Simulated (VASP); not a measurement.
# F (Fm-3m) in VASP: notebook

The runs below take F through single point, relaxation of cell and atoms, with LDA.

Everything below comes from runs of VASP 6.6.1. Logs are shortened: lines on timing, memory, paths and dates and some standing lists are left out, and cuts for length are marked.

## (1) The cell of the first run

It takes space group Fm-3m (No. 225, cubic). Conventional cell: a = 2.859 Å, b = 2.859 Å, c = 2.859 Å, α = 90.00°, β = 90.00°, γ = 90.00°. F (site symmetry m-3m) has 12 F at 2.02 Å within 2.7 Å.

## (2) Single point, LDA

Contents of INCAR:

```
ALGO     = Normal         # electronic algorithm
EDIFF    = 1E-7           # SCF threshold, eV
ENCUT    = 520            # plane-wave cutoff, eV
ISIF     = 2              # what is computed and relaxed
ISMEAR   = -1             # smearing method
LASPH    = True           # aspherical terms in the spheres
LCHARG   = True           # write CHGCAR
LELF     = True           # ELF
LREAL    = False          # projectors in reciprocal space
LVHAR    = True         
LWAVE    = False          # write WAVECAR
NBANDS   = 10             # bands
NELM     = 80             # most SCF steps
PREC     = Accurate       # precision mode
SIGMA    = 0.1            # smearing width, eV
```

Contents of KPOINTS:

```
k-points
0
Gamma
  20 20 20
```

Contents of POSCAR:

```
F
1.0
    0.0000000000      1.4294791492      1.4294791492
    1.4294791492      0.0000000000      1.4294791492
    1.4294791492      1.4294791492      0.0000000000
F
1
Direct
    0.0000000000      0.0000000000      0.0000000000
```

Potentials or basis: VASP PAW LDA potentials, release 64 (F).

The run is started by

```
$ cat potpaw_LDA.64/F/POTCAR > POTCAR
$ mpirun -np 1 vasp_std > vasp.out
```

OUTCAR:

```text
EDIFF = 1E-7
   ENCUT = 520
   ISIF = 2
   ISMEAR = -1
   LASPH = True
   LREAL = False
   NELM = 80
   PREC = Accurate

 ion  position               nearest neighbor table
   1  0.000  0.000  0.000-

  LATTYP: Found a face centered cubic cell.
 ALAT       =     2.8589582984

  Lattice vectors:

 A1 = (   0.0000000000,   1.4294791492,   1.4294791492)
 A2 = (   1.4294791492,   0.0000000000,   1.4294791492)
 A3 = (   1.4294791492,   1.4294791492,   0.0000000000)

Analysis of symmetry for initial positions (statically):
=====================================================================
 Subroutine PRICEL returns:
 Original cell was already a primitive cell.

 Routine SETGRP: Setting up the symmetry group for a
 face centered cubic supercell.

 Subroutine GETGRP returns: Found 48 space group operations
 (whereof 48 operations were pure point group operations)
 out of a pool of 48 trial point group operations.

The static configuration has the point symmetry O_h .

Analysis of symmetry for dynamics (positions and initial velocities):
=====================================================================
 Subroutine PRICEL returns:
 Original cell was already a primitive cell.

 Routine SETGRP: Setting up the symmetry group for a
 face centered cubic supercell.

 Subroutine GETGRP returns: Found 48 space group operations
 (whereof 48 operations were pure point group operations)
 out of a pool of 48 trial point group operations.

The dynamic configuration has the point symmetry O_h .

 Subroutine INISYM returns: Found 48 space group operations
 (whereof 48 operations are pure point group operations),
 and found     1 'primitive' translations

----------------------------------------------------------------------------------------

                                     Primitive cell

  volume of cell :       5.8420

  direct lattice vectors                    reciprocal lattice vectors
     0.000000000  1.429479149  1.429479149    -0.349777750  0.349777750  0.349777750
     1.429479149  0.000000000  1.429479149     0.349777750 -0.349777750  0.349777750
     1.429479149  1.429479149  0.000000000     0.349777750  0.349777750 -0.349777750

  length of vectors
     2.021588800  2.021588800  2.021588800     0.605832834  0.605832834  0.605832834

  position of ions in fractional coordinates (direct lattice)
     0.000000000  0.000000000  0.000000000

  ion indices of the primitive-cell ions
   primitive index   ion index
                 1           1

----------------------------------------------------------------------------------------

 KPOINTS: k-points

Automatic generation of k-mesh.
 Grid dimensions read from file:
 generate k-points for:   20   20   20

 Generating k-lattice:

  Cartesian coordinates                     Fractional coordinates (reciprocal lattice)
    -0.017488887  0.017488887  0.017488887     0.050000000  0.000000000  0.000000000
     0.017488887 -0.017488887  0.017488887     0.000000000  0.050000000  0.000000000
     0.017488887  0.017488887 -0.017488887     0.000000000  0.000000000  0.050000000

  Length of vectors
     0.030291642  0.030291642  0.030291642

  Shift w.r.t. Gamma in fractional coordinates (k-lattice)
     0.000000000  0.000000000  0.000000000

 Subroutine IBZKPT returns following result:
 ===========================================

 Found    256 irreducible k-points:

 Following reciprocal coordinates:
            Coordinates               Weight
  0.000000  0.000000  0.000000      1.000000
  0.050000  0.000000  0.000000      8.000000
  0.100000  0.000000  0.000000      8.000000
  0.150000  0.000000  0.000000      8.000000
  0.200000  0.000000  0.000000      8.000000
  0.250000  0.000000  0.000000      8.000000
[... 16 lines left out ...]
 -0.400000  0.050000  0.000000     24.000000
 -0.350000  0.050000  0.000000     24.000000
 [... further k-points ...]
   k-points           NKPTS =    256   k-points in BZ     NKDIM =    256   number of bands    NBANDS=     10
   number of dos      NEDOS =    301   number of ions     NIONS =      1
   total plane-waves  NPLWV =   4096
   dimension x,y,z NGX =    16 NGY =   16 NGZ =   16
   dimension x,y,z NGXF=    32 NGYF=   32 NGZF=   32
   ions per type =               1
   NGX,Y,Z   is equivalent  to a cutoff of  13.16, 13.16, 13.16 a.u.
   NGXF,Y,Z  is equivalent  to a cutoff of  26.32, 26.32, 26.32 a.u.
 SYSTEM =  unknown system
   PREC   = accura    normal or accurate (medium, high low for compatibility)
   ISTART =      0    job   : 0-new  1-cont  2-samecut
   ICHARG =      2    charge: 1-file 2-atom 10-const
   ISPIN  =      1    spin polarized calculation?
   LNONCOLLINEAR =      F non collinear calculations
   LSORBIT =      F    spin-orbit coupling
   LASPH  =      T    aspherical Exc in radial PAW
   ENCUT  =  520.0 eV  38.22 Ry    6.18 a.u.   3.76  3.76  3.76*2*pi/ulx,y,z
   NELM   =     80;   NELMIN=  2; NELMDL= -5     # of ELM steps
   EDIFF  = 0.1E-06   stopping-criterion for ELM
   LREAL  =      F    real-space projection
   EDIFFG = 0.1E-05   stopping-criterion for IOM
   NSW    =      0    number of steps for IOM
   IBRION =     -1    ionic relax: 0-MD 1-quasi-New 2-CG
   NFREE  =      0    steps in history (QN), initial steepest desc. (CG)
   ISIF   =      2    stress and relaxation
   ISYM   =      2    0-nonsym 1-usesym 2-fastsym
   POTIM  = 0.5000    time-step for ionic-motion
   TEBEG  =    0.0;   TEEND  =   0.0 temperature during run
   PSTRESS=    0.0 pullay stress
   NELECT =       7.0000    total number of electrons
   NUPDOWN=      -1.0000    fix difference up-down
   EMIN   =  10.00;   EMAX   =-10.00  energy-range for DOS
   EFERMI =   0.00;   METHOD = LEGACY
   ISMEAR =    -1;   SIGMA  =   0.10  broadening in eV -4-tet -1-fermi 0-gaus
   EFERMI_NEDOS =   21; number of points for ismear=-14 and -15
   IALGO  =     38    algorithm
   IMIX   =      4    mixing-type and parameters
     AMIX     =   0.40;   BMIX     =  1.00
     AMIX_MAG =   1.60;   BMIX_MAG =  1.00
  volume/ion in A,a.u.               =       5.84        39.42
  Fermi-wavevector in a.u.,A,eV,Ry     =   1.738814  3.285881 41.136843  3.023473
  Thomas-Fermi vector in A             =   2.811774
   LORBIT       =      0    0 simple, 1 ext, 2 COOP (PROOUT), +10 PAW based schemes
   GGA     = CA    functional components
   LHFCALC =     F    Hartree Fock is set to
   AEXX    =    0.0000 exact exchange contribution
   IVDW    =     0    specifies the selected vdW correction
   LEPSILON=     F    determine dielectric tensor
   LRPA    =     F    only Hartree local field effects (RPA)
 non-spin polarized calculation
  energy-cutoff  :      520.00
  volume of cell :        5.84
 maximum number of plane-waves:       169
   NGX =  7   NGY =  7   NGZ =  7

 number of electron       6.9999994 magnetization

 Free energy of the ion-electron system (eV)
  ---------------------------------------------------
  ext. energy  EPLUGINS =         0.00000000
  ---------------------------------------------------
  free energy    TOTEN  =        -0.79089068 eV

  energy without entropy =       -0.75286483  energy(sigma->0) =       -0.77187775

 E-fermi :   2.8895     XC(G=0): -14.3710

 val. band max:        2.8887800049   @ k =   0.1500   0.1000   0.0500
 cond. band min:       2.8901305830   @ k =  -0.4500   0.1500   0.0500
 fundamental gap:      0.0013505781
 Fermi energy:         2.8895269285

 k-point     1 :       0.0000    0.0000    0.0000
  band No.  band energies     occupation
      1     -23.7720      2.00000
      2       4.1568      0.00001
      3       4.1568      0.00001
      4       4.1568      0.00001
      5      23.7318      0.00000
      6      44.9528      0.00000
      7      44.9528      0.00000
      8      44.9528      0.00000
      9      50.2784      0.00000
     10      59.9469      0.00000

 k-point     2 :       0.0500    0.0000    0.0000
  band No.  band energies     occupation
      1     -23.6845      2.00000
      2       3.9143      0.00007
      3       4.1322      0.00001
      4       4.1322      0.00001
      5      23.8953      0.00000
      6      43.5322      0.00000
      7      45.0540      0.00000
      8      45.0540      0.00000
      9      51.8221      0.00000
     10      57.5646      0.00000

 k-point     3 :       0.1000    0.0000    0.0000
  band No.  band energies     occupation
      1     -23.4242      2.00000
      2       3.2184      0.07193
      3       4.0614      0.00002
      4       4.0614      0.00002
      5      24.3563      0.00000
      6      41.1247      0.00000
      7      45.2961      0.00000
      8      45.2961      0.00000
      9      53.9182      0.00000
     10      55.4552      0.00000

 k-point     4 :       0.1500    0.0000    0.0000
  band No.  band energies     occupation
      1     -22.9992      2.00000
      2       2.1499      1.99877
      3       3.9529      0.00005
      4       3.9529      0.00005
      5      25.0320      0.00000
      6      38.8089      0.00000
      7      45.4770      0.00000
      8      45.4770      0.00000
      9      53.5375      0.00000
     10      54.0758      0.00000
[... 222 lines left out ...]
 k-point    22 :      -0.4500    0.0500    0.0000
  band No.  band energies     occupation
      1     -18.6620      2.00000
      2      -5.8600      2.00000
      3       3.0127      0.45158
      4       3.2249      0.06756
      5      28.5698      0.00000
      6      31.7012      0.00000
      7      40.9647      0.00000
      8      42.1169      0.00000
      9      50.0155      0.00000
     10      62.6598      0.00000

 k-point    23 :      -0.4000    0.0500    0.0000
  band No.  band energies     occupation
      1     -19.1041      2.00000
      2      -5.1802      2.00000
      3       3.0202      0.42605
      4       3.3174      0.02734
      5      28.4155      0.00000
      6      32.0041      0.00000
      7      41.2063      0.00000
      8      42.4087      0.00000
      9      50.2042      0.00000
     10      60.0404      0.00000

 k-point    24 :      -0.3500    0.0500    0.0000
  band No.  band energies     occupation
      1     -19.7955      2.00000
      2      -4.0640      2.00000
      3       3.0752      0.27015
      4       3.4413      0.00799
      5      28.0988      0.00000
      6      32.5773      0.00000
      7      41.6444      0.00000
      8      42.9687      0.00000
      9      50.5809      0.00000
     10      57.3840      0.00000

 [... further k-points ...]
[... 5 lines left out ...]
  --------------------------------------------------------------------------------------
  -------------------------------------------------------------------------------------
  Total        3.3770384      3.3770384      3.3770384      0.0000000      0.0000000     -0.0000000
  in kB      926.1537911    926.1537911    926.1537911      0.0000000      0.0000000     -0.0000000
  external PRESSURE =     926.1537911 kB  Pullay stress =       0.0000000 kB

 VOLUME and BASIS-vectors are now :
 -----------------------------------------------------------------------------
  energy-cutoff  :      520.00
  volume of cell :        5.84
      direct lattice vectors                 reciprocal lattice vectors
     0.000000000  1.429479149  1.429479149    -0.349777750  0.349777750  0.349777750
     1.429479149  0.000000000  1.429479149     0.349777750 -0.349777750  0.349777750
     1.429479149  1.429479149  0.000000000     0.349777750  0.349777750 -0.349777750

 POSITION                                       TOTAL-FORCE (eV/Angst)
 -----------------------------------------------------------------------------------
      0.00000      0.00000      0.00000        -0.000000     -0.000000     -0.000000
 -----------------------------------------------------------------------------------
    total drift:                                0.000000      0.000000      0.000000

  FREE ENERGIE OF THE ION-ELECTRON SYSTEM (eV)
  ---------------------------------------------------
  free  energy   TOTEN  =        -0.7908906754 eV

  energy  without entropy=       -0.7528648318  energy(sigma->0) =       -0.77187775
```

It took 3.1 s on 1 thread of Intel Xeon 6975P-C (Granite Rapids), shared host; peak memory 0.11 GiB.

Results:

- Free energy: -0.7909 eV
- Pressure: 92.6 GPa
- Band gap on the k mesh: zero (an odd number of electrons rules out a gap without spin polarisation)

Caveat: the cell stands under pressure; an odd number of electrons without spin polarisation forces a metal; a magnetic or distorted state may lie lower.

## (3) Relaxation of cell and atoms, LDA, target pressure 93 GPa, at which the enthalpy is minimised

Contents of INCAR:

```
SYSTEM = F
PREC = Accurate ; ENCUT = 600
EDIFF = 1E-6 ; ISMEAR = -1
SIGMA = 0.1 ; LREAL = .False.
LASPH = .True. ; NELM = 60
ALGO = Normal ; ISIF = 3
LWAVE = .False. ; LCHARG = .False.
GGA = CA ; IBRION = 2
NSW = 32 ; EDIFFG = -0.005
PSTRESS = 930.0
```

Contents of KPOINTS:

```
Automatic mesh
0
Gamma
  20 20 20
  0 0 0
```

Contents of POSCAR:

```
F
1.0
    0.0000000000      1.4297695606      1.4297695606
    1.4297695606      0.0000000000      1.4297695606
    1.4297695606      1.4297695606      0.0000000000
F
1
Direct
    0.0000000000      0.0000000000      0.0000000000
```

Potentials or basis: VASP PAW LDA potentials, release 64 (F).

The run is started by

```
$ cat potpaw_LDA.64/F/POTCAR > POTCAR
$ mpirun -np 1 vasp_std > vasp.out
```

It took 3.6 s on 1 thread of Intel Xeon 6975P-C (Granite Rapids), shared host; peak memory 0.11 GiB.

It converged, with:

* Free energy: -0.7895 eV
* Relaxed volume: 5.84 Å³/atom
* Relaxed cell: a = 2.021 Å, b = 2.021 Å, c = 2.021 Å, α = 60.00°, β = 60.00°, γ = 60.00°
* Space group after relaxing (to 0.1 Å): Fm-3m (No. 225)
* Energy change on relaxing (the run minimises the enthalpy): +5.0 meV/atom
* Ionic steps: 3
* Pressure after relaxing: 93.0 GPa
* Band gap on the k mesh: zero (an odd number of electrons rules out a gap without spin polarisation)

Step by step:
```tsv
step	energy change (eV)	largest force (eV/Å)	pressure (GPa)	volume (Å³)
1	0.0000	0.0000	92.30	5.85
2	0.0125	0.0000	94.05	5.82
3	0.0050	0.0000	92.99	5.84
```

Final structure:
```xyz
1
Lattice="0.0000 1.4291 1.4291 1.4291 0.0000 1.4291 1.4291 1.4291 0.0000" Properties=species:S:1:pos:R:3 pbc="T T T"
F     0.0000    0.0000    0.0000
```

Levels at points of the mesh, in eV from the Fermi level:
```
           k point  band 1  band 2  band 3  band 4  band 5  band 6  band 7
(0.00, 0.00, 0.00)  -26.67    1.27    1.27    1.27   20.86   42.08   42.08
(0.50, 0.00, 0.00)  -21.51   -8.97    0.34    0.34   25.53   28.94   39.02
(0.50, 0.50, 0.00)  -19.82   -7.67   -1.79   -1.79   20.02   26.25   34.44
```

Caveat: the cell is relaxed towards a set pressure, so the run minimises the enthalpy, not the energy; an odd number of electrons without spin polarisation forces a metal; a magnetic or distorted state may lie lower.
